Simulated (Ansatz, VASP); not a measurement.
TiO in VASP and in Ansatz

```
Ti O
1.0
     2.81876    0.00000    0.00000
    -1.40938    2.44112    0.00000
     0.00000    0.00000    5.45629
Ti O
2 2
Direct
  0.33333 0.66667 0.25000
  0.66667 0.33333 0.75000
  0.00000 0.00000 0.00000
  0.00000 0.00000 0.50000
```

Alike in both runs: functional PBEsol; k mesh 18 × 18 × 8; occupations gaussian, width 0.1 eV; no spin polarisation.

Ansatz relaxed the structure, and its values are those at the end. VASP's run is a single point on that final structure, the one shown.

|  | VASP | Ansatz |
| --- | --- | --- |
| version | VASP 6.6.1 | Ansatz 0.2.0 |
| potentials or method | VASP PAW PBE potentials, release 64 (Ti_sv, O), cutoff 520 eV | scalar-relativistic, plane waves, PAW |
| valence electrons in the cell | 36 | 36 |

VASP gave:

```
gap on the k mesh at the Fermi level (eV) : none
pressure (GPa)                            : 0.8
```

Problem. What did Ansatz give for the same quantities?

Solution. gap on the k mesh at the Fermi level (eV): none; pressure (GPa): 0.0.

VASP's potentials were made for PBE, not for PBEsol. A gap of «none» marks a metal or a gap that the smearing closes.
